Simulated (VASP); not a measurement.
# Li (a cell with a defect) in VASP: further runs

The runs below take Li (a cell with a defect) through single point, with LDA.

Program: VASP 6.6.1. These are calculated values, not measurements. Logs are shortened: lines on timing, memory, paths and dates and some standing lists are left out, and cuts for length are marked.

## 1. The cell of the first run

The cell holds a defect, 17 atoms: a = 6.980 Å, b = 6.980 Å, c = 6.980 Å, α = 90.00°, β = 90.00°, γ = 90.00°.

## 2. Single point, LDA

The input, INCAR:

```
  ALGO = Normal
  EDIFF = 1E-6
  ENCUT = 520
  GGA = CA
  ISIF = 2
  ISMEAR = 0
  LASPH = T
  LCHARG = T
  LELF = T
  LREAL = Auto
  LVHAR = T
  LWAVE = F
  NBANDS = 40
  NELM = 100
  PREC = Accurate
  SIGMA = 0.15
```

The input, KPOINTS:

```
k-points
0
Gamma
  3 3 3
```

The input, POSCAR:

```
Li
1.0
    6.9800000000      0.0000000000      0.0000000000
    0.0000000000      6.9800000000      0.0000000000
    0.0000000000      0.0000000000      6.9800000000
Li
17
Direct
    0.0383481375     -0.0688391117     -0.0945401146
    0.5223233524      0.0025269341      0.0000378223
    0.0054938395      0.5110140401      0.0081972779
    0.0154399713      0.0062607450      0.5049391117
    0.2661021490      0.2463190544      0.2383067335
    0.5243497135      0.4990203438      0.0177316619
    0.5003299427      0.0010146132      0.5076455587
    0.6962356734      0.3216077364      0.3492865330
    0.0256620344      0.5086899713      0.5008696275
    0.2469613181      0.7771355301      0.2335796562
    0.2605810888      0.2588399713      0.7642283668
    0.4530624642      0.5357229226      0.4944461318
    0.7593531519      0.7570561605      0.2577630372
    0.7546302292      0.2635988539      0.7500985673
    0.2960661891      0.7286759312      0.7624240688
    0.7434997135      0.7284361032      0.7268290831
   -0.1094634670      0.1407510029      0.1324676218
```

Potentials or basis: VASP PAW LDA potentials, release 64 (Li_sv).

On the command line:

```console
$ cat potpaw_LDA.64/Li_sv/POTCAR > POTCAR
$ mpirun -np 1 vasp_std > vasp.out
```

OUTCAR:

```text
EDIFF = 1E-6
   ENCUT = 520
   GGA = CA
   ISIF = 2
   ISMEAR = 0
   LASPH = T
   LREAL = Auto
   NELM = 100
   PREC = Accurate

 ion  position               nearest neighbor table
   1  0.038  0.931  0.905-  17 2.39  15 2.50
   2  0.522  0.003  0.000-
   3  0.005  0.511  0.008-
   4  0.015  0.006  0.505-
   5  0.266  0.246  0.238-
   6  0.524  0.499  0.018-
   7  0.500  0.001  0.508-
   8  0.696  0.322  0.349-  17 2.39  12 2.48
   9  0.026  0.509  0.501-
  10  0.247  0.777  0.234-
  11  0.261  0.259  0.764-
  12  0.453  0.536  0.494-   8 2.48  15 2.55
  13  0.759  0.757  0.258-
  14  0.755  0.264  0.750-
  15  0.296  0.729  0.762-   1 2.50  12 2.55
  16  0.743  0.728  0.727-
  17  0.891  0.141  0.132-   1 2.39   8 2.39

  LATTYP: Found a simple cubic cell.
 ALAT       =     6.9800000000

  Lattice vectors:

 A1 = (   6.9800000000,   0.0000000000,   0.0000000000)
 A2 = (   0.0000000000,   6.9800000000,   0.0000000000)
 A3 = (   0.0000000000,   0.0000000000,   6.9800000000)

Analysis of symmetry for initial positions (statically):
=====================================================================
 Subroutine PRICEL returns:
 Original cell was already a primitive cell.

 Routine SETGRP: Setting up the symmetry group for a
 simple cubic supercell.

 Subroutine GETGRP returns: Found  1 space group operations
 (whereof  1 operations were pure point group operations)
 out of a pool of 48 trial point group operations.

The static configuration has the point symmetry C_1 .

Analysis of symmetry for dynamics (positions and initial velocities):
=====================================================================
 Subroutine PRICEL returns:
 Original cell was already a primitive cell.

 Routine SETGRP: Setting up the symmetry group for a
 simple cubic supercell.

 Subroutine GETGRP returns: Found  1 space group operations
 (whereof  1 operations were pure point group operations)
 out of a pool of 48 trial point group operations.

The dynamic configuration has the point symmetry C_1 .

 Subroutine INISYM returns: Found  1 space group operations
 (whereof  1 operations are pure point group operations),
 and found     1 'primitive' translations

----------------------------------------------------------------------------------------

                                     Primitive cell

  volume of cell :     340.0684

  direct lattice vectors                    reciprocal lattice vectors
     6.980000000  0.000000000  0.000000000     0.143266476  0.000000000  0.000000000
     0.000000000  6.980000000  0.000000000     0.000000000  0.143266476  0.000000000
     0.000000000  0.000000000  6.980000000     0.000000000  0.000000000  0.143266476

  length of vectors
     6.980000000  6.980000000  6.980000000     0.143266476  0.143266476  0.143266476

  position of ions in fractional coordinates (direct lattice)
     0.038348138  0.931160888  0.905459885
     0.522323352  0.002526934  0.000037822
     0.005493839  0.511014040  0.008197278
     0.015439971  0.006260745  0.504939112
     0.266102149  0.246319054  0.238306734
     0.524349714  0.499020344  0.017731662
[... 9 lines left out ...]
     0.743499714  0.728436103  0.726829083
     0.890536533  0.140751003  0.132467622

  ion indices of the primitive-cell ions
   primitive index   ion index
                 1           1
                 2           2
                 3           3
                 4           4
                 5           5
                 6           6
[... 9 lines left out ...]
                16          16
                17          17

----------------------------------------------------------------------------------------

 KPOINTS: k-points

Automatic generation of k-mesh.
 Grid dimensions read from file:
 generate k-points for:    3    3    3

 Generating k-lattice:

  Cartesian coordinates                     Fractional coordinates (reciprocal lattice)
     0.047755492  0.000000000  0.000000000     0.333333333  0.000000000  0.000000000
     0.000000000  0.047755492  0.000000000     0.000000000  0.333333333  0.000000000
     0.000000000  0.000000000  0.047755492     0.000000000  0.000000000  0.333333333

  Length of vectors
     0.047755492  0.047755492  0.047755492

  Shift w.r.t. Gamma in fractional coordinates (k-lattice)
     0.000000000  0.000000000  0.000000000

 Subroutine IBZKPT returns following result:
 ===========================================

 Found     14 irreducible k-points:

 Following reciprocal coordinates:
            Coordinates               Weight
  0.000000  0.000000  0.000000      1.000000
  0.333333  0.000000  0.000000      2.000000
  0.000000  0.333333  0.000000      2.000000
  0.000000  0.000000  0.333333      2.000000
  0.333333  0.333333  0.000000      2.000000
  0.000000  0.333333  0.333333      2.000000
  0.333333  0.000000  0.333333      2.000000
 -0.333333  0.333333  0.000000      2.000000
 -0.333333  0.000000  0.333333      2.000000
  0.000000 -0.333333  0.333333      2.000000
  0.333333  0.333333  0.333333      2.000000
 -0.333333  0.333333  0.333333      2.000000
 -0.333333 -0.333333  0.333333      2.000000
  0.333333 -0.333333  0.333333      2.000000
   k-points           NKPTS =     14   k-points in BZ     NKDIM =     14   number of bands    NBANDS=     40
   number of dos      NEDOS =    301   number of ions     NIONS =     17
   total plane-waves  NPLWV = 157464
   dimension x,y,z NGX =    54 NGY =   54 NGZ =   54
   dimension x,y,z NGXF=   108 NGYF=  108 NGZF=  108
   ions per type =              17
   NGX,Y,Z   is equivalent  to a cutoff of  12.86, 12.86, 12.86 a.u.
   NGXF,Y,Z  is equivalent  to a cutoff of  25.72, 25.72, 25.72 a.u.
 SYSTEM =  unknown system
   PREC   = accura    normal or accurate (medium, high low for compatibility)
   ISTART =      0    job   : 0-new  1-cont  2-samecut
   ICHARG =      2    charge: 1-file 2-atom 10-const
   ISPIN  =      1    spin polarized calculation?
   LNONCOLLINEAR =      F non collinear calculations
   LSORBIT =      F    spin-orbit coupling
   LASPH  =      T    aspherical Exc in radial PAW
   ENCUT  =  520.0 eV  38.22 Ry    6.18 a.u.  12.98 12.98 12.98*2*pi/ulx,y,z
   NELM   =    100;   NELMIN=  2; NELMDL= -5     # of ELM steps
   EDIFF  = 0.1E-05   stopping-criterion for ELM
   LREAL  =      T    real-space projection
   EDIFFG = 0.1E-04   stopping-criterion for IOM
   NSW    =      0    number of steps for IOM
   IBRION =     -1    ionic relax: 0-MD 1-quasi-New 2-CG
   NFREE  =      0    steps in history (QN), initial steepest desc. (CG)
   ISIF   =      2    stress and relaxation
   ISYM   =      2    0-nonsym 1-usesym 2-fastsym
   POTIM  = 0.5000    time-step for ionic-motion
   TEBEG  =    0.0;   TEEND  =   0.0 temperature during run
   PSTRESS=    0.0 pullay stress
   NELECT =      51.0000    total number of electrons
   NUPDOWN=      -1.0000    fix difference up-down
   EMIN   =  10.00;   EMAX   =-10.00  energy-range for DOS
   EFERMI =   0.00;   METHOD = LEGACY
   ISMEAR =     0;   SIGMA  =   0.15  broadening in eV -4-tet -1-fermi 0-gaus
   EFERMI_NEDOS =   21; number of points for ismear=-14 and -15
   IALGO  =     38    algorithm
   IMIX   =      4    mixing-type and parameters
     AMIX     =   0.40;   BMIX     =  1.00
     AMIX_MAG =   1.60;   BMIX_MAG =  1.00
  volume/ion in A,a.u.               =      20.00       134.99
  Fermi-wavevector in a.u.,A,eV,Ry     =   0.869780  1.643646 10.293044  0.756517
  Thomas-Fermi vector in A             =   1.988651
   LORBIT       =      0    0 simple, 1 ext, 2 COOP (PROOUT), +10 PAW based schemes
   GGA     = CA    functional components
   LHFCALC =     F    Hartree Fock is set to
   AEXX    =    0.0000 exact exchange contribution
   IVDW    =     0    specifies the selected vdW correction
   LEPSILON=     F    determine dielectric tensor
   LRPA    =     F    only Hartree local field effects (RPA)
 non-spin polarized calculation
 Gauss-broadening in eV      SIGMA  =   0.15
  energy-cutoff  :      520.00
  volume of cell :      340.07
 maximum number of plane-waves:      9180
 NGX is ok and might be reduce to    54
   NGX = 25   NGY = 25   NGZ = 25

 number of electron      50.9999996 magnetization

 Free energy of the ion-electron system (eV)
  ---------------------------------------------------
  ext. energy  EPLUGINS =         0.00000000
  ---------------------------------------------------
  free energy    TOTEN  =       -34.16483165 eV

  energy without entropy =      -34.07976365  energy(sigma->0) =      -34.12229765

 E-fermi :   0.5716     XC(G=0):  -7.1722

 val. band max:        0.5310391703   @ k =  -0.3333   0.3333   0.0000
 cond. band min:       0.5776010122   @ k =   0.0000   0.0000   0.0000
 fundamental gap:      0.0465618418
 Fermi energy:         0.5715701737

 k-point     1 :       0.0000    0.0000    0.0000
  band No.  band energies     occupation
      1     -45.1392      2.00000
      2     -45.0801      2.00000
      3     -45.0650      2.00000
      4     -45.0529      2.00000
      5     -45.0402      2.00000
      6     -45.0309      2.00000
[... 29 lines left out ...]
     36       3.6672      0.00000
     37       3.7378      0.00000

 k-point     2 :       0.3333    0.0000    0.0000
  band No.  band energies     occupation
      1     -45.1391      2.00000
      2     -45.0806      2.00000
      3     -45.0644      2.00000
      4     -45.0530      2.00000
      5     -45.0402      2.00000
      6     -45.0309      2.00000
[... 29 lines left out ...]
     36       3.7263      0.00000
     37       3.8220      0.00000
[... 438 lines left out ...]
     36       3.5201      0.00000
     37       3.9586      0.00000

 k-point    14 :       0.3333   -0.3333    0.3333
  band No.  band energies     occupation
      1     -45.1389      2.00000
      2     -45.0806      2.00000
      3     -45.0647      2.00000
      4     -45.0530      2.00000
      5     -45.0404      2.00000
      6     -45.0310      2.00000
[... 29 lines left out ...]
     36       3.6336      0.00000
     37       3.8591      0.00000
 [bands above 37 left out]

------------------------ aborting loop because EDIFF is reached ----------------------------------------

  FORCE on cell =-STRESS in cart. coord.  units (eV):
  Direction    XX          YY          ZZ          XY          YZ          ZX
  --------------------------------------------------------------------------------------
  -------------------------------------------------------------------------------------
  Total       -1.4933151     -1.7334900     -1.2400922     -0.6420170      0.7999546     -0.7317823
  in kB       -7.0355132     -8.1670585     -5.8424944     -3.0247592      3.7688571     -3.4476741
  external PRESSURE =      -7.0150220 kB  Pullay stress =       0.0000000 kB

 VOLUME and BASIS-vectors are now :
 -----------------------------------------------------------------------------
  energy-cutoff  :      520.00
  volume of cell :      340.07
      direct lattice vectors                 reciprocal lattice vectors
     6.980000000  0.000000000  0.000000000     0.143266476  0.000000000  0.000000000
     0.000000000  6.980000000  0.000000000     0.000000000  0.143266476  0.000000000
     0.000000000  0.000000000  6.980000000     0.000000000  0.000000000  0.143266476

 POSITION                                       TOTAL-FORCE (eV/Angst)
 -----------------------------------------------------------------------------------
      0.26767      6.49950      6.32011        -0.002530     -0.002644     -0.013999
      3.64582      0.01764      0.00026        -0.000075      0.000788     -0.000683
      0.03835      3.56688      0.05722        -0.007301      0.000541     -0.002312
      0.10777      0.04370      3.52447         0.003417     -0.004194     -0.004994
      1.85739      1.71931      1.66338        -0.000431     -0.004194      0.003104
      3.65996      3.48316      0.12377         0.003172     -0.006521      0.003309
[... 9 lines left out ...]
      5.18963      5.08448      5.07327        -0.000239     -0.000576      0.005193
      6.21595      0.98244      0.92462        -0.002676      0.006312      0.015997
 -----------------------------------------------------------------------------------
    total drift:                               -0.004499     -0.007150      0.003758

  FREE ENERGIE OF THE ION-ELECTRON SYSTEM (eV)
  ---------------------------------------------------
  free  energy   TOTEN  =       -34.1648316454 eV

  energy  without entropy=      -34.0797636514  energy(sigma->0) =      -34.12229765
```

Run time: 7 min. Hardware: 1 thread of Oxide Virtual Turin-like, shared host; peak memory 0.3 GiB.

What came out:

```
Free energy            : -34.1648 eV
Largest force          : 0.017 eV/Å
Band gap on the k mesh : zero (an odd number of electrons rules out a gap without spin polarisation)
```

Forces in eV/Å, atoms in the order of the input:
```
Li  -0.003 -0.003 -0.014
Li   0.000  0.001 -0.001
Li  -0.007  0.001 -0.002
Li   0.003 -0.004 -0.005
Li   0.000 -0.004  0.003
Li   0.003 -0.007  0.003
Li  -0.003 -0.008  0.001
Li  -0.002  0.005  0.010
Li  -0.003  0.004 -0.004
Li  -0.007  0.007 -0.009
Li   0.005  0.001 -0.007
Li  -0.007 -0.001 -0.011
Li   0.004  0.009 -0.003
Li   0.008 -0.006  0.009
Li   0.012 -0.002  0.008
Li   0.000 -0.001  0.005
Li  -0.003  0.006  0.016
```

Caveat: the cutoff is under 1.25 times the usual one of these potentials, so pressure, stress and relaxed cells hold a basis-set (Pulay) error.

## 3. Single point, LDA

The input, INCAR:

```
PREC = Accurate
ENCUT = 520
EDIFF = 1E-6
ISMEAR = 0
SIGMA = 0.15
LREAL = Auto
LASPH = True
NELM = 100
ALGO = Normal
ISIF = 2
LWAVE = False
LCHARG = False
GGA = CA
NBANDS = 40
```

The input, KPOINTS:

```
Automatic mesh
0
Gamma
  3 3 3
```

The input, POSCAR:

```
Li
1.0
    6.9800000000      0.0000000000      0.0000000000
    0.0000000000      6.9800000000      0.0000000000
    0.0000000000      0.0000000000      6.9800000000
Li
17
Direct
    0.0378108883     -0.0913732092     -0.0740620344
    0.5222287966     -0.0020971347      0.0052097421
    0.0138465616      0.5051346705      0.0048744986
    0.0066882521      0.0094548711      0.5114111748
    0.2655800860      0.2403591691      0.2447388252
    0.5041286533      0.5078064470      0.0050270774
    0.5206050143      0.0140494269      0.4979290831
    0.6989667622      0.3438128940      0.3266671920
    0.0255915473      0.5003210602      0.5112846705
    0.2548974212      0.7653843840      0.2563436963
    0.2516914040      0.2363693410      0.7760161891
    0.4529845272      0.5010366762      0.5269578797
    0.7578600287      0.7494422636      0.2636369628
    0.7548919771      0.2580256447      0.7568385387
    0.2971647564      0.7568739255      0.7343310888
    0.7429600287      0.7274555874      0.7278477077
   -0.1088848138      0.1325631805      0.1385563037
```

Potentials or basis: VASP PAW LDA potentials, release 64 (Li_sv).

On the command line:

```console
$ cat potpaw_LDA.64/Li_sv/POTCAR > POTCAR
$ mpirun -np 1 vasp_std > vasp.out
```

Wall time 6.6 min (1 thread of Oxide Virtual Turin-like, shared host); peak memory 0.3 GiB.

The run converged. Its results:

```
Free energy            : -34.1622 eV
Largest force          : 0.017 eV/Å
Band gap on the k mesh : zero (an odd number of electrons rules out a gap without spin polarisation)
```

Forces in eV/Å, atoms in the order of the input:
```
Li  -0.005 -0.010  0.001
Li   0.002  0.000  0.003
Li   0.003 -0.005 -0.006
Li  -0.005  0.000  0.002
Li  -0.001 -0.002 -0.002
Li  -0.003 -0.006 -0.005
Li   0.001  0.002  0.000
Li   0.004  0.013  0.005
Li  -0.001  0.001  0.002
Li   0.003 -0.001 -0.004
Li  -0.003 -0.003  0.001
Li  -0.010 -0.013  0.005
Li   0.000  0.005 -0.005
Li   0.005 -0.004  0.004
Li   0.011  0.011 -0.004
Li  -0.002  0.002 -0.002
Li  -0.001  0.009  0.004
```

Levels at points of the mesh, in eV from the Fermi level:
```
           k point  band 23  band 24  band 25  band 26  band 27  band 28
(0.00, 0.00, 0.00)    -1.12    -1.12     0.00     0.03     0.34     0.35
```

Caveat: the cutoff is under 1.25 times the usual one of these potentials, so pressure, stress and relaxed cells hold a basis-set (Pulay) error.

The gap in the log of VASP goes by the Fermi energy; the results here count the filled bands.